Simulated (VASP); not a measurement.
# TaN (P6_3mc) in VASP: a series of runs

Aim: see how the results for TaN move with the level of theory and the settings. Levels: r2SCAN+U, r2SCAN. Tasks: relaxation of cell and atoms, single point.

Everything below comes from runs of VASP 6.6.1. Logs are shortened: lines on timing, memory, paths and dates and some standing lists are left out, and cuts for length are marked.

## 1. The cell of the first run

Symmetry: P6_3mc, No. 186, hexagonal system. Conventional cell: a = 3.050 Å, b = 3.050 Å, c = 4.940 Å, α = 90.00°, β = 90.00°, γ = 120.00°. Ta (site symmetry 3m) has 4 N at 1.85 to 1.90 Å within 2.5 Å. Within 2.5 Å of N (site symmetry 3m) lie 4 Ta at 1.85 to 1.90 Å.

## 2. Relaxation of cell and atoms, r2SCAN+U

POSCAR reads:

```
TaN
1.0
    3.0500020400      0.0000000000      0.0000000000
   -1.5250010200      2.6413792500      0.0000000000
    0.0000000000      0.0000000000      4.9400015300
Ta N
2 2
Direct
    0.3333333333      0.6666666667      0.0000000000
    0.6666666667      0.3333333333      0.5000000000
    0.3333333333      0.6666666667      0.3850000000
    0.6666666667      0.3333333333      0.8850000000
```

INCAR.step1 reads:

```
PREC     = Accurate       # precision mode
ENCUT    = 600            # plane-wave cutoff, eV
ISMEAR   = -1             # smearing method
SIGMA    = 0.05           # smearing width, eV
LREAL    = False          # projectors in reciprocal space
LASPH    = True           # aspherical terms in the spheres
NELM     = 150            # most SCF steps
LMAXMIX  = 4              # l up to which the mixer works
LDAU     = True           # DFT+U
LDAUTYPE = 2            
LDAUL    = 2 -1           # shell
LDAUU    = 2 0            # U, eV
LDAUJ    = 0 0          
GGA      = PE             # functional
ALGO     = Normal         # electronic algorithm
EDIFF    = 1E-4           # SCF threshold, eV
LWAVE    = True           # write WAVECAR
LCHARG   = False          # write CHGCAR
```

INCAR.step2 reads:

```
PREC     = Accurate       # precision mode
ENCUT    = 600            # plane-wave cutoff, eV
EDIFF    = 1E-6           # SCF threshold, eV
ISMEAR   = -1             # smearing method
SIGMA    = 0.05           # smearing width, eV
LREAL    = False          # projectors in reciprocal space
LASPH    = True           # aspherical terms in the spheres
NELM     = 150            # most SCF steps
ALGO     = Normal         # electronic algorithm
ISIF     = 3              # what is computed and relaxed
LWAVE    = False          # write WAVECAR
LCHARG   = False          # write CHGCAR
LMAXMIX  = 4              # l up to which the mixer works
LDAU     = True           # DFT+U
LDAUTYPE = 2            
LDAUL    = 2 -1           # shell
LDAUU    = 2 0            # U, eV
LDAUJ    = 0 0          
LDAUPRINT= 1            
METAGGA  = R2SCAN         # meta-GGA
LMIXTAU  = True         
IBRION   = 2              # ionic algorithm
NSW      = 60             # ionic steps
EDIFFG   = -0.01          # ionic threshold
ISTART   = 1
```

KPOINTS reads:

```
regular mesh
0
Gamma
  10 10 6
```

Potentials or basis: VASP PAW PBE potentials, release 64 (Ta_pv, N).

Launch:

```bash
$ cat potpaw_PBE.64/Ta_pv/POTCAR potpaw_PBE.64/N/POTCAR > POTCAR
$ cp INCAR.step1 INCAR
$ mpirun -np 1 vasp_std > vasp.out
$ cp INCAR.step2 INCAR
$ mpirun -np 1 vasp_std > vasp.out
```

OUTCAR:

```text
PREC = Accurate
   ENCUT = 600
   EDIFF = 1E-6
   ISMEAR = -1
   LREAL = False
   LASPH = True
   NELM = 150
   ISIF = 3
   METAGGA = R2SCAN
   IBRION = 2
   NSW = 60
   EDIFFG = -0.01
   ISTART = 1

 ion  position               nearest neighbor table
   1  0.333  0.667  0.000-   4 1.85   4 1.85   4 1.85   3 1.90   2 3.03   2 3.03   2 3.03   2 3.03
                             2 3.03   2 3.03
   2  0.667  0.333  0.500-   3 1.85   3 1.85   3 1.85   4 1.90   1 3.03   1 3.03   1 3.03   1 3.03
                             1 3.03   1 3.03
   3  0.333  0.667  0.385-   2 1.85   2 1.85   2 1.85   1 1.90
   4  0.667  0.333  0.885-   1 1.85   1 1.85   1 1.85   2 1.90

  LATTYP: Found a hexagonal cell.
 ALAT       =     3.0500020400
 C/A-ratio  =     1.6196715495

  Lattice vectors:

 A1 = (   3.0500020400,   0.0000000000,   0.0000000000)
 A2 = (  -1.5250010200,   2.6413792500,   0.0000000000)
 A3 = (   0.0000000000,   0.0000000000,   4.9400015300)

Analysis of symmetry for initial positions (statically):
=====================================================================
 Subroutine PRICEL returns:
 Original cell was already a primitive cell.

 Routine SETGRP: Setting up the symmetry group for a
 hexagonal supercell.

 Subroutine GETGRP returns: Found 12 space group operations
 (whereof  6 operations were pure point group operations)
 out of a pool of 24 trial point group operations.

The static configuration has the point symmetry C_3v.
 The point group associated with its full space group is C_6v.

Analysis of symmetry for dynamics (positions and initial velocities):
=====================================================================
 Subroutine PRICEL returns:
 Original cell was already a primitive cell.

 Routine SETGRP: Setting up the symmetry group for a
 hexagonal supercell.

 Subroutine GETGRP returns: Found 12 space group operations
 (whereof  6 operations were pure point group operations)
 out of a pool of 24 trial point group operations.

The dynamic configuration has the point symmetry C_3v.
 The point group associated with its full space group is C_6v.

 Subroutine INISYM returns: Found 12 space group operations
 (whereof  6 operations are pure point group operations),
 and found     1 'primitive' translations

----------------------------------------------------------------------------------------

                                     Primitive cell

  volume of cell :      39.7977

  direct lattice vectors                    reciprocal lattice vectors
     3.050002040  0.000000000  0.000000000     0.327868633  0.189295043  0.000000000
    -1.525001020  2.641379250  0.000000000     0.000000000  0.378590087  0.000000000
     0.000000000  0.000000000  4.940001530     0.000000000  0.000000000  0.202429087

  length of vectors
     3.050002040  3.050002042  4.940001530     0.378590087  0.378590087  0.202429087

  position of ions in fractional coordinates (direct lattice)
     0.333333333  0.666666667  0.000000000
     0.666666667  0.333333333  0.500000000
     0.333333333  0.666666667  0.385000000
     0.666666667  0.333333333  0.885000000

  ion indices of the primitive-cell ions
   primitive index   ion index
                 1           1
                 2           2
                 3           3
                 4           4

[... 92 lines left out ...]
  volume/ion in A,a.u.               =       9.95        67.14
  Fermi-wavevector in a.u.,A,eV,Ry     =   1.522318  2.876765 31.530867  2.317453
  Thomas-Fermi vector in A             =   2.630914
   LORBIT       =      0    0 simple, 1 ext, 2 COOP (PROOUT), +10 PAW based schemes
 LDA+U is selected, type is set to LDAUTYPE =  2
   angular momentum for each species LDAUL =     2   -1
   U (eV)           for each species LDAUU =   2.0  0.0
   J (eV)           for each species LDAUJ =   0.0  0.0
   METAGGA = R2SCAN    functional components
   LHFCALC =     F    Hartree Fock is set to
   AEXX    =    0.0000 exact exchange contribution
   IVDW    =     0    specifies the selected vdW correction
[... 54 lines left out ...]
  o =  0.1635  v =  0.0000 -0.8613 -0.0000 -0.0000  0.5081  0.0000  0.0000  0.0000  0.0000  0.0000      0.0000  0.0000  0.0000  0.0000  0.0000  0.0000  0.0000  0.0000  0.0000  0.0000
  o =  0.1635  v =  0.0000  0.0000  0.0000  0.0000  0.0000  0.0000 -0.8613 -0.0000 -0.0000  0.5081      0.0000  0.0000  0.0000  0.0000  0.0000  0.0000  0.0000  0.0000  0.0000  0.0000
  o =  0.2678  v =  0.0000  0.0000  0.0000  0.0000  0.0000 -0.8613  0.0000  0.0000 -0.5081 -0.0000      0.0000  0.0000  0.0000  0.0000  0.0000  0.0000  0.0000  0.0000  0.0000  0.0000
  o =  0.2678  v = -0.8613  0.0000  0.0000 -0.5081 -0.0000  0.0000  0.0000  0.0000  0.0000  0.0000      0.0000  0.0000  0.0000  0.0000  0.0000  0.0000  0.0000  0.0000  0.0000  0.0000
  o =  0.2678  v =  0.0000  0.5081 -0.0000 -0.0000  0.8613  0.0000  0.0000  0.0000  0.0000  0.0000      0.0000  0.0000  0.0000  0.0000  0.0000  0.0000  0.0000  0.0000  0.0000  0.0000
  o =  0.2678  v =  0.0000  0.0000  0.0000  0.0000  0.0000  0.0000  0.5081 -0.0000 -0.0000  0.8613      0.0000  0.0000  0.0000  0.0000  0.0000  0.0000  0.0000  0.0000  0.0000  0.0000
  o =  0.2907  v =  0.0000 -0.0000 -1.0000 -0.0000 -0.0000  0.0000  0.0000  0.0000  0.0000  0.0000      0.0000  0.0000  0.0000  0.0000  0.0000  0.0000  0.0000  0.0000  0.0000  0.0000
  o =  0.2907  v =  0.0000  0.0000  0.0000  0.0000  0.0000  0.0000 -0.0000 -1.0000 -0.0000 -0.0000      0.0000  0.0000  0.0000  0.0000  0.0000  0.0000  0.0000  0.0000  0.0000  0.0000

atom =   2  type =  1  l = 2

 onsite density matrix

spin component  1

  0.2409  0.0000 -0.0000 -0.0456  0.0000
  0.0000  0.1904 -0.0000 -0.0000 -0.0456
 -0.0000 -0.0000  0.2907 -0.0000  0.0000
 -0.0456 -0.0000 -0.0000  0.1904  0.0000
  0.0000 -0.0456  0.0000  0.0000  0.2409

spin component  2

  0.2409  0.0000 -0.0000 -0.0456  0.0000
  0.0000  0.1904 -0.0000 -0.0000 -0.0456
 -0.0000 -0.0000  0.2907 -0.0000  0.0000
 -0.0456 -0.0000 -0.0000  0.1904  0.0000
  0.0000 -0.0456  0.0000  0.0000  0.2409

 occupancies and eigenvectors

  o =  0.1635  v =  0.5081  0.0000 -0.0000  0.8613  0.0000  0.0000  0.0000  0.0000  0.0000  0.0000      0.0000  0.0000  0.0000  0.0000  0.0000  0.0000  0.0000  0.0000  0.0000  0.0000
  o =  0.1635  v =  0.0000  0.0000  0.0000  0.0000  0.0000  0.5081  0.0000 -0.0000  0.8613  0.0000      0.0000  0.0000  0.0000  0.0000  0.0000  0.0000  0.0000  0.0000  0.0000  0.0000
  o =  0.1635  v = -0.0000  0.8613 -0.0000 -0.0000  0.5081  0.0000  0.0000  0.0000  0.0000  0.0000      0.0000  0.0000  0.0000  0.0000  0.0000  0.0000  0.0000  0.0000  0.0000  0.0000
  o =  0.1635  v =  0.0000  0.0000  0.0000  0.0000  0.0000 -0.0000  0.8613 -0.0000 -0.0000  0.5081      0.0000  0.0000  0.0000  0.0000  0.0000  0.0000  0.0000  0.0000  0.0000  0.0000
  o =  0.2678  v =  0.0000  0.0000  0.0000  0.0000  0.0000  0.8613 -0.0000 -0.0000 -0.5081  0.0000      0.0000  0.0000  0.0000  0.0000  0.0000  0.0000  0.0000  0.0000  0.0000  0.0000
  o =  0.2678  v =  0.8613 -0.0000 -0.0000 -0.5081  0.0000  0.0000  0.0000  0.0000  0.0000  0.0000      0.0000  0.0000  0.0000  0.0000  0.0000  0.0000  0.0000  0.0000  0.0000  0.0000
  o =  0.2678  v = -0.0000 -0.5081 -0.0000  0.0000  0.8613  0.0000  0.0000  0.0000  0.0000  0.0000      0.0000  0.0000  0.0000  0.0000  0.0000  0.0000  0.0000  0.0000  0.0000  0.0000
  o =  0.2678  v =  0.0000  0.0000  0.0000  0.0000  0.0000 -0.0000 -0.5081 -0.0000  0.0000  0.8613      0.0000  0.0000  0.0000  0.0000  0.0000  0.0000  0.0000  0.0000  0.0000  0.0000
  o =  0.2907  v =  0.0000  0.0000  0.0000  0.0000  0.0000  0.0000  0.0000 -1.0000 -0.0000 -0.0000      0.0000  0.0000  0.0000  0.0000  0.0000  0.0000  0.0000  0.0000  0.0000  0.0000
  o =  0.2907  v =  0.0000  0.0000 -1.0000 -0.0000 -0.0000  0.0000  0.0000  0.0000  0.0000  0.0000      0.0000  0.0000  0.0000  0.0000  0.0000  0.0000  0.0000  0.0000  0.0000  0.0000

--------------------------------------- Ionic step       16  -------------------------------------------

 number of electron      31.9999994 magnetization

 Free energy of the ion-electron system (eV)
  ---------------------------------------------------
  ext. energy  EPLUGINS =         0.00000000
  ---------------------------------------------------
  free energy    TOTEN  =      -115.52152137 eV

  energy without entropy =     -115.51598483  energy(sigma->0) =     -115.51875310

 E-fermi :   6.5935     XC(G=0): -12.9382

 val. band max:        6.5801683164   @ k =   0.1000   0.0000   0.5000
 cond. band min:       6.6139939818   @ k =   0.3000   0.3000   0.0000
 fundamental gap:      0.0338256653
 Fermi energy:         6.5935059344
[... 583 lines left out ...]
  FREE ENERGIE OF THE ION-ELECTRON SYSTEM (eV)
  ---------------------------------------------------
  free  energy   TOTEN  =      -115.5215213700 eV

  energy  without entropy=     -115.5159848270  energy(sigma->0) =     -115.51875310

 reached required accuracy - stopping structural energy minimisation
```

Wall time 16 min (1 thread of Intel Xeon 6975P-C (Granite Rapids), shared host); peak memory 0.21 GiB.

Results:

| Item | Value |
| --- | --- |
| Free energy | -115.5215 eV |
| Relaxed volume | 13.22 Å³/atom |
| Relaxed cell | a = 3.159 Å, b = 3.159 Å, c = 6.121 Å, α = 90.00°, β = 90.00°, γ = 120.00° |
| Space group after relaxing (to 0.1 Å) | P6_3mc (No. 186) |
| Pressure after relaxing | 0.0 GPa |
| Band gap on the k mesh | zero (bands 16 and 17 overlap by 0.01 eV) |

Final structure:
```cif
data_structure
_symmetry_space_group_name_H-M 'P 1'
_symmetry_Int_Tables_number 1
_cell_length_a 3.1588
_cell_length_b 3.1588
_cell_length_c 6.1211
_cell_angle_alpha 90.000
_cell_angle_beta 90.000
_cell_angle_gamma 120.000
_cell_volume 52.89
loop_
_atom_site_label
_atom_site_type_symbol
_atom_site_fract_x
_atom_site_fract_y
_atom_site_fract_z
_atom_site_occupancy
Ta1 Ta 0.33333 0.66667 0.03118 1
Ta2 Ta 0.66667 0.33333 0.53118 1
N1 N 0.33333 0.66667 0.35382 1
N2 N 0.66667 0.33333 0.85382 1
```

Levels at points of the mesh, in eV from the Fermi level:
| k point | band 13 | band 14 | band 15 | band 16 | band 17 | band 18 | band 19 | band 20 |
| --- | --- | --- | --- | --- | --- | --- | --- | --- |
| (0.00, 0.00, 0.00) | -4.72 | -4.72 | -1.04 | -0.86 | 0.40 | 0.40 | 2.54 | 2.54 |
| (0.50, 0.00, 0.00) | -5.21 | -3.97 | -2.27 | -0.79 | 1.16 | 2.38 | 2.93 | 3.69 |
| (0.00, 0.00, 0.50) | -5.22 | -5.22 | -0.01 | -0.01 | 1.23 | 1.23 | 1.23 | 1.23 |
| (0.50, 0.00, 0.50) | -5.02 | -5.02 | -1.05 | -1.05 | 1.59 | 1.59 | 3.61 | 3.61 |

Eigenvalues of the final occupation matrices:
```
    site  spin  trace               eigenvalues
site 1 d     1   1.15  0.16 0.16 0.27 0.27 0.29
site 1 d     2   1.15  0.16 0.16 0.27 0.27 0.29
site 2 d     1   1.15  0.16 0.16 0.27 0.27 0.29
site 2 d     2   1.15  0.16 0.16 0.27 0.27 0.29
```

Caveat: the volume moved by over 15 % at a fixed basis, so the end points are rough; the PAW data sets were made with another functional, which shifts forces and pressure a little; spin-orbit coupling is left out, which moves the levels of the heavy elements; U without spin polarisation on a metal has little footing. Zero-point motion and thermal expansion aren't in these numbers.

(Continued in part 2 of 2.)

The gap in the log of VASP goes by the Fermi energy; the results here count the filled bands.